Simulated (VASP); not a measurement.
Wanted: the native input for a VASP 6.6.1 run.

```yaml
Task: single point
Functional: r2SCAN
Potentials_or_basis: VASP PAW PBE potentials, release 64 (Pd)
Cutoff: 520 eV
k_mesh: 18 × 18 × 18
Occupations: gaussian, width 0.1 eV
Spin: no spin polarisation
Dipole_correction: no
Further_INCAR_settings: ALGO = Normal; EDIFF = 1e-06; NBANDS = 11
```

Pd:

```
CELL_PARAMETERS angstrom
0.00000 1.95373 1.95373
1.95373 0.00000 1.95373
1.95373 1.95373 0.00000
ATOMIC_POSITIONS crystal
Pd 0.00000 0.00000 0.00000
```

One way to write it, as run:

POSCAR

```
Pd
1.0
    0.0000000000      1.9537284611      1.9537284611
    1.9537284611      0.0000000000      1.9537284611
    1.9537284611      1.9537284611      0.0000000000
Pd
1
Direct
    0.0000000000      0.0000000000      0.0000000000
```

INCAR.step1

```
PREC = Accurate
ENCUT = 520
ISMEAR = 0
SIGMA = 0.1
LREAL = F
LASPH = T
NELM = 80
NBANDS = 11
GGA = PE
ALGO = Normal
EDIFF = 1E-4
LWAVE = T
LCHARG = F
```

INCAR.step2

```
PREC = Accurate
ENCUT = 520
EDIFF = 1E-6
ISMEAR = 0
SIGMA = 0.1
LREAL = F
LASPH = T
NELM = 80
ALGO = Normal
ISIF = 2
LWAVE = F
LCHARG = F
METAGGA = R2SCAN
LMIXTAU = T
NBANDS = 11
ISTART = 1
```

KPOINTS

```
Automatic mesh
0
Gamma
  18 18 18
```

Potentials or basis: VASP PAW PBE potentials, release 64 (Pd).

Command:

```console
$ cat potpaw_PBE.64/Pd/POTCAR > POTCAR
$ cp INCAR.step1 INCAR
$ mpirun -np 1 vasp_std > vasp.out
$ cp INCAR.step2 INCAR
$ mpirun -np 1 vasp_std > vasp.out
```

Results of the run:

```yaml
Pressure: 0.7 GPa
Band_gap_on_the_k_mesh: zero (band 5 reaches 9.73 eV, above the bottom of band 6 at 8.08 eV)
```

Caveat: the PAW data sets were made with another functional, which shifts forces and pressure a little.

Run time: 110 s on 1 thread of Intel(R) Xeon(R) Platinum 8488C (Sapphire Rapids) (shared host), peak memory 0.16 GiB.
